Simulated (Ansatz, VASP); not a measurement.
## One calculation of Al2Cu, two programs

```
CELL_PARAMETERS angstrom
-3.05359 3.05359 2.45465
3.05359 -3.05359 2.45465
3.05359 3.05359 -2.45465
ATOMIC_POSITIONS crystal
Al 0.65810 0.15810 0.81620
Al 0.15810 0.34190 0.50000
Al 0.34190 0.84190 0.18380
Al 0.84190 0.65810 0.50000
Cu 0.25000 0.25000 0.00000
Cu 0.75000 0.75000 0.00000
```

Change from the starting cell: volume scaled by 1.02, ions relaxed.

Alike in both runs: functional PBE; k mesh 12 × 12 × 12; occupations fermi-dirac, width 0.05 eV; no spin polarisation.

Ansatz relaxed the structure, and its values are those at the end. VASP's run is a single point on that final structure, the one shown.

|  | VASP | Ansatz |
| --- | --- | --- |
| version | VASP 6.6.1 | Ansatz 0.2.0 |
| potentials or method | VASP PAW PBE potentials, release 64 (Al, Cu) | plane-wave PAW, scalar-relativistic |
| plane-wave cutoff (eV) | 520 | 420 |
| valence electrons in the cell | 34 | 50 |

|  | VASP | Ansatz | Ansatz less VASP |
| --- | --- | --- | --- |
| pressure (GPa) | -2.0 | -2.2 | -0.16 |
| rms of the force components (eV/Å) | 0.007 | 0.009 | +0.0020 |

VASP's potentials hold 34 valence electrons a cell and Ansatz's 50, so a difference there can come from the potentials and not from the codes. Ansatz's warnings: stress scf threshold loose.
